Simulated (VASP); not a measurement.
# Na3Li5S4 (P1) in VASP: single point with PBEsol

Aim: the single point of Na3Li5S4 with PBEsol.

Program: VASP 6.6.1. These are calculated values, not measurements. Logs are shortened: lines on timing, memory, paths and dates and some standing lists are left out, and cuts for length are marked.

## 1. The cell of the first run

The typed cell holds 24 atoms: a = 11.955 Å, b = 5.977 Å, c = 5.977 Å, α = 90.00°, β = 90.00°, γ = 90.00°.

## 2. Single point, PBEsol

Input file INCAR:

```
SYSTEM = Na3Li5S4
PREC     = Accurate       ! precision mode
ENCUT    = 520            ! plane-wave cutoff, eV
EDIFF    = 1E-6           ! SCF threshold, eV
ISMEAR   = -1             ! smearing method
SIGMA    = 0.05           ! smearing width, eV
LREAL    = Auto         
LASPH    = .True.         ! aspherical terms in the spheres
NELM     = 60             ! most SCF steps
ALGO     = Normal         ! electronic algorithm
ISIF     = 2              ! what is computed and relaxed
LWAVE    = .False.        ! write WAVECAR
LCHARG   = .True.         ! write CHGCAR
GGA      = PS             ! functional
LELF     = .True.         ! ELF
LVHAR    = .True.       
NBANDS   = 78             ! bands
```

Input file KPOINTS:

```
regular mesh
0
Gamma
  1 1 1
  0 0 0
```

Input file POSCAR:

```
Na3Li5S4
1.0
   11.9546230000      0.0000000000      0.0000000000
    0.0000000000      5.9773110000      0.0000000000
    0.0000000000      0.0000000000      5.9773110000
Na Li S
6 10 8
Direct
    0.3765580000      0.2503060000      0.2478650000
    0.1237010000      0.7463910000      0.2508740000
    0.6250440000      0.7454270000      0.2456110000
    0.1271740000      0.2461690000      0.2403770000
    0.6261030000      0.2518690000      0.2479780000
    0.3773280000      0.7484880000      0.2455890000
    0.8756870000      0.2480740000      0.2496000000
    0.1260820000      0.2538840000      0.7480790000
    0.6248240000      0.2591770000      0.7536780000
    0.3761930000      0.7479430000      0.7535960000
    0.8765830000      0.7519520000      0.7564610000
    0.8771110000      0.7493540000      0.2492740000
    0.3762890000      0.2454290000      0.7508780000
    0.8729890000      0.2421860000      0.7478710000
    0.1237070000      0.7487710000      0.7471830000
    0.6242020000      0.7547900000      0.7504070000
    0.9999190000      0.9952430000      0.9983300000
    0.4983720000      0.0042500000      0.0004330000
    0.2511060000      0.5019230000      0.0044210000
    0.7443090000      0.4966690000      0.0061040000
    0.2526470000      0.9925120000      0.5028440000
    0.7487130000      0.0010170000      0.5067590000
    0.0006300000      0.4997710000      0.5017560000
    0.5023960000      0.5037530000      0.5013750000
```

Potentials or basis: VASP PAW PBE potentials, release 64 (Na_pv, Li_sv, S).

Launch:

```sh
$ cat potpaw_PBE.64/Na_pv/POTCAR potpaw_PBE.64/Li_sv/POTCAR potpaw_PBE.64/S/POTCAR > POTCAR
$ mpirun -np 1 vasp_gam > vasp.out
```

OUTCAR:

```text
SYSTEM = Na3Li5S4
   PREC = Accurate
   ENCUT = 520
   EDIFF = 1E-6
   ISMEAR = -1
   LREAL = Auto
   LASPH = .True.
   NELM = 60
   ISIF = 2
   GGA = PS

 ion  position               nearest neighbor table
   1  0.377  0.250  0.248-  18 2.54  19 2.57  24 2.62  21 2.63
   2  0.124  0.746  0.251-  23 2.57  19 2.57  17 2.58  21 2.61
   3  0.625  0.745  0.246-  20 2.51  24 2.56  18 2.61  22 2.64
   4  0.127  0.246  0.240-  19 2.55  17 2.58  21 2.65  23 2.65
   5  0.626  0.252  0.248-  20 2.50  18 2.59  24 2.60  22 2.61
   6  0.377  0.748  0.246-  19 2.55  18 2.56  24 2.59  21 2.59
[... 8 lines left out ...]
  15  0.124  0.749  0.747-  23 2.56  17 2.57  21 2.58  19 2.62
  16  0.624  0.755  0.750-  22 2.55  24 2.57  18 2.59  20 2.60
  17  1.000  0.995  0.998-  11 2.53  12 2.56  15 2.57   4 2.58   2 2.58  14 2.59   7 2.60   8 2.63

  18  0.498  0.004  0.000-  13 2.54   1 2.54   6 2.56  10 2.58   5 2.59  16 2.59   9 2.60   3 2.61

  19  0.251  0.502  0.004-   4 2.55   6 2.55   2 2.57   1 2.57  10 2.58   8 2.60  15 2.62  13 2.62

  20  0.744  0.497  0.006-   5 2.50   3 2.51   9 2.52  16 2.60   7 2.61  12 2.63  11 2.66  14 2.66

  21  0.253  0.993  0.503-  10 2.56  15 2.58  13 2.58   6 2.59   2 2.61   8 2.62   1 2.63   4 2.65

  22  0.749  0.001  0.507-  14 2.52  16 2.55   9 2.60  11 2.60   5 2.61   7 2.62   3 2.64  12 2.64

  23  0.001  0.500  0.502-  15 2.56   8 2.56   2 2.57  12 2.59   7 2.60  11 2.61  14 2.62   4 2.65

  24  0.502  0.504  0.501-   9 2.56   3 2.56  16 2.57  10 2.58   6 2.59   5 2.60   1 2.62  13 2.62

  LATTYP: Found a simple tetragonal cell.
 ALAT       =     5.9773110000
 C/A-ratio  =     2.0000001673

  Lattice vectors:

 A1 = (   0.0000000000,   5.9773110000,   0.0000000000)
 A2 = (   0.0000000000,   0.0000000000,   5.9773110000)
 A3 = (  11.9546230000,   0.0000000000,   0.0000000000)

Analysis of symmetry for initial positions (statically):
=====================================================================
 Subroutine PRICEL returns:
 Original cell was already a primitive cell.

 Routine SETGRP: Setting up the symmetry group for a
 simple tetragonal supercell.

 Subroutine GETGRP returns: Found  1 space group operations
 (whereof  1 operations were pure point group operations)
 out of a pool of 16 trial point group operations.

The static configuration has the point symmetry C_1 .

Analysis of symmetry for dynamics (positions and initial velocities):
=====================================================================
 Subroutine PRICEL returns:
 Original cell was already a primitive cell.

 Routine SETGRP: Setting up the symmetry group for a
 simple tetragonal supercell.

 Subroutine GETGRP returns: Found  1 space group operations
 (whereof  1 operations were pure point group operations)
 out of a pool of 16 trial point group operations.

The dynamic configuration has the point symmetry C_1 .

 Subroutine INISYM returns: Found  1 space group operations
 (whereof  1 operations are pure point group operations),
 and found     1 'primitive' translations

----------------------------------------------------------------------------------------

                                     Primitive cell

  volume of cell :     427.1177

  direct lattice vectors                    reciprocal lattice vectors
    11.954623000  0.000000000  0.000000000     0.083649648  0.000000000  0.000000000
     0.000000000  5.977311000  0.000000000     0.000000000  0.167299309  0.000000000
     0.000000000  0.000000000  5.977311000     0.000000000  0.000000000  0.167299309

  length of vectors
    11.954623000  5.977311000  5.977311000     0.083649648  0.167299309  0.167299309

  position of ions in fractional coordinates (direct lattice)
     0.376558000  0.250306000  0.247865000
     0.123701000  0.746391000  0.250874000
     0.625044000  0.745427000  0.245611000
     0.127174000  0.246169000  0.240377000
     0.626103000  0.251869000  0.247978000
     0.377328000  0.748488000  0.245589000
[... 16 lines left out ...]
     0.000630000  0.499771000  0.501756000
     0.502396000  0.503753000  0.501375000

  ion indices of the primitive-cell ions
   primitive index   ion index
                 1           1
                 2           2
                 3           3
                 4           4
                 5           5
                 6           6
[... 16 lines left out ...]
                23          23
                24          24

----------------------------------------------------------------------------------------

 KPOINTS: regular mesh

Automatic generation of k-mesh.
 Grid dimensions read from file:
 generate k-points for:    1    1    1

 Generating k-lattice:

  Cartesian coordinates                     Fractional coordinates (reciprocal lattice)
     0.083649648  0.000000000  0.000000000     1.000000000  0.000000000  0.000000000
     0.000000000  0.167299309  0.000000000     0.000000000  1.000000000  0.000000000
     0.000000000  0.000000000  0.167299309     0.000000000  0.000000000  1.000000000

  Length of vectors
     0.083649648  0.167299309  0.167299309

  Shift w.r.t. Gamma in fractional coordinates (k-lattice)
     0.000000000  0.000000000  0.000000000

 Subroutine IBZKPT returns following result:
 ===========================================

 Found      1 irreducible k-points:

 Following reciprocal coordinates:
            Coordinates               Weight
  0.000000  0.000000  0.000000      1.000000
   k-points           NKPTS =      1   k-points in BZ     NKDIM =      1   number of bands    NBANDS=     78
   number of dos      NEDOS =    301   number of ions     NIONS =     24
   total plane-waves  NPLWV = 207360
   dimension x,y,z NGX =    90 NGY =   48 NGZ =   48
   dimension x,y,z NGXF=   180 NGYF=   96 NGZF=   96
   ions per type =               6  10   8
   NGX,Y,Z   is equivalent  to a cutoff of  12.52, 13.35, 13.35 a.u.
   NGXF,Y,Z  is equivalent  to a cutoff of  25.03, 26.70, 26.70 a.u.
 SYSTEM =  Na3Li5S4
   PREC   = accura    normal or accurate (medium, high low for compatibility)
   ISTART =      0    job   : 0-new  1-cont  2-samecut
   ICHARG =      2    charge: 1-file 2-atom 10-const
   ISPIN  =      1    spin polarized calculation?
   LNONCOLLINEAR =      F non collinear calculations
   LSORBIT =      F    spin-orbit coupling
   LASPH  =      T    aspherical Exc in radial PAW
   ENCUT  =  520.0 eV  38.22 Ry    6.18 a.u.  22.23 11.11 11.11*2*pi/ulx,y,z
   NELM   =     60;   NELMIN=  2; NELMDL= -5     # of ELM steps
   EDIFF  = 0.1E-05   stopping-criterion for ELM
   LREAL  =      T    real-space projection
   EDIFFG = 0.1E-04   stopping-criterion for IOM
   NSW    =      0    number of steps for IOM
   IBRION =     -1    ionic relax: 0-MD 1-quasi-New 2-CG
   NFREE  =      0    steps in history (QN), initial steepest desc. (CG)
   ISIF   =      2    stress and relaxation
   ISYM   =      2    0-nonsym 1-usesym 2-fastsym
   POTIM  = 0.5000    time-step for ionic-motion
   TEBEG  =    0.0;   TEEND  =   0.0 temperature during run
   PSTRESS=    0.0 pullay stress
   NELECT =     120.0000    total number of electrons
   NUPDOWN=      -1.0000    fix difference up-down
   EMIN   =  10.00;   EMAX   =-10.00  energy-range for DOS
   EFERMI =   0.00;   METHOD = LEGACY
   ISMEAR =    -1;   SIGMA  =   0.05  broadening in eV -4-tet -1-fermi 0-gaus
   EFERMI_NEDOS =   21; number of points for ismear=-14 and -15
   IALGO  =     38    algorithm
   IMIX   =      4    mixing-type and parameters
     AMIX     =   0.40;   BMIX     =  1.00
     AMIX_MAG =   1.60;   BMIX_MAG =  1.00
  volume/ion in A,a.u.               =      17.80       120.10
  Fermi-wavevector in a.u.,A,eV,Ry     =   1.072225  2.026212 15.642170  1.149667
  Thomas-Fermi vector in A             =   2.207989
   LORBIT       =      0    0 simple, 1 ext, 2 COOP (PROOUT), +10 PAW based schemes
   GGA     = PS    functional components
   LHFCALC =     F    Hartree Fock is set to
   AEXX    =    0.0000 exact exchange contribution
   IVDW    =     0    specifies the selected vdW correction
   LEPSILON=     F    determine dielectric tensor
   LRPA    =     F    only Hartree local field effects (RPA)
 non-spin polarized calculation
  energy-cutoff  :      520.00
  volume of cell :      427.12
 maximum number of plane-waves:      5747
 NGX is ok and might be reduce to    90
   NGX = 45   NGY = 23   NGZ = 23

 number of electron     120.0000016 magnetization

 Free energy of the ion-electron system (eV)
  ---------------------------------------------------
  ext. energy  EPLUGINS =         0.00000000
  ---------------------------------------------------
  free energy    TOTEN  =       -89.09913770 eV

  energy without entropy =      -89.09913770  energy(sigma->0) =      -89.09913770

 E-fermi :   2.3686     XC(G=0):  -8.4059

 val. band max:        1.0338529345   @ k =   0.0000   0.0000   0.0000
 cond. band min:       4.4116758681   @ k =   0.0000   0.0000   0.0000
 fundamental gap:      3.3778229336
 Fermi energy:         2.3685866635

 k-point     1 :       0.0000    0.0000    0.0000
  band No.  band energies     occupation
      1     -42.9601      2.00000
      2     -42.9508      2.00000
      3     -42.8885      2.00000
      4     -42.7765      2.00000
      5     -42.7209      2.00000
      6     -42.7140      2.00000
[... 64 lines left out ...]
     71       7.5994      0.00000
     72       7.6327      0.00000
 [bands above 72 left out]

------------------------ aborting loop because EDIFF is reached ----------------------------------------

  FORCE on cell =-STRESS in cart. coord.  units (eV):
  Direction    XX          YY          ZZ          XY          YZ          ZX
  --------------------------------------------------------------------------------------
  -------------------------------------------------------------------------------------
  Total       -3.6301852     10.8274915     11.1543608      0.2848672     -0.2432371     -0.7102549
  in kB      -13.6173240     40.6154101     41.8415418      1.0685761     -0.9124159     -2.6642639
  external PRESSURE =      22.9465426 kB  Pullay stress =       0.0000000 kB

 VOLUME and BASIS-vectors are now :
 -----------------------------------------------------------------------------
  energy-cutoff  :      520.00
  volume of cell :      427.12
      direct lattice vectors                 reciprocal lattice vectors
    11.954623000  0.000000000  0.000000000     0.083649648  0.000000000  0.000000000
     0.000000000  5.977311000  0.000000000     0.000000000  0.167299309  0.000000000
     0.000000000  0.000000000  5.977311000     0.000000000  0.000000000  0.167299309

 POSITION                                       TOTAL-FORCE (eV/Angst)
 -----------------------------------------------------------------------------------
      4.50161      1.49616      1.48157        -0.053412      0.026833      0.242039
      1.47880      4.46141      1.49955         0.016537      0.079325      0.031460
      7.47217      4.45565      1.46809         0.060785      0.352165      0.193978
      1.52032      1.47143      1.43681        -0.135412     -0.052204      0.294332
      7.48483      1.50550      1.48224        -0.052490     -0.261144      0.279763
      4.51081      4.47395      1.46796        -0.024804      0.040316      0.172279
[... 16 lines left out ...]
      0.00753      2.98729      2.99915        -0.759968     -0.145573      0.686055
      6.00595      3.01109      2.99687        -0.101843     -0.130395      1.584564
 -----------------------------------------------------------------------------------
    total drift:                               -0.000525     -0.000884     -0.008937

  FREE ENERGIE OF THE ION-ELECTRON SYSTEM (eV)
  ---------------------------------------------------
  free  energy   TOTEN  =       -89.0991376958 eV

  energy  without entropy=      -89.0991376958  energy(sigma->0) =      -89.09913770
```

Wall time 62 s (1 thread of Intel Xeon Platinum 8488C (Sapphire Rapids), shared host); peak memory 0.43 GiB.

What came out:

* Free energy: -89.0991 eV
* Largest force: 1.790 eV/Å
* Band gap on the k mesh: 3.38 eV

Forces on the atoms (eV/Å):
```
Na  -0.053  0.027  0.242
Na   0.017  0.079  0.031
Na   0.061  0.352  0.194
Na  -0.135 -0.052  0.294
Na  -0.052 -0.261  0.280
Na  -0.025  0.040  0.172
Li  -0.041  0.009  0.047
Li   0.039 -0.057 -0.052
Li  -0.044 -0.061 -0.068
Li  -0.023  0.016 -0.085
Li  -0.088 -0.070 -0.087
Li  -0.094 -0.016  0.084
Li  -0.004  0.028 -0.035
Li   0.003  0.079  0.018
Li   0.104  0.018  0.032
Li  -0.014  0.000 -0.039
S   -0.841  0.058 -0.717
S    0.162 -0.111 -1.627
S   -0.048 -0.051 -1.789
S    1.266  0.096 -1.110
S   -0.124  0.203  1.392
S    0.796 -0.053  0.552
S   -0.760 -0.146  0.686
S   -0.102 -0.130  1.585
```

Caveat: the k points lie up to 1.05 Å⁻¹ apart; the cutoff is under 1.25 times the usual one of these potentials, so pressure, stress and relaxed cells hold a basis-set (Pulay) error; the PAW data sets were made with another functional, which shifts forces and pressure a little.
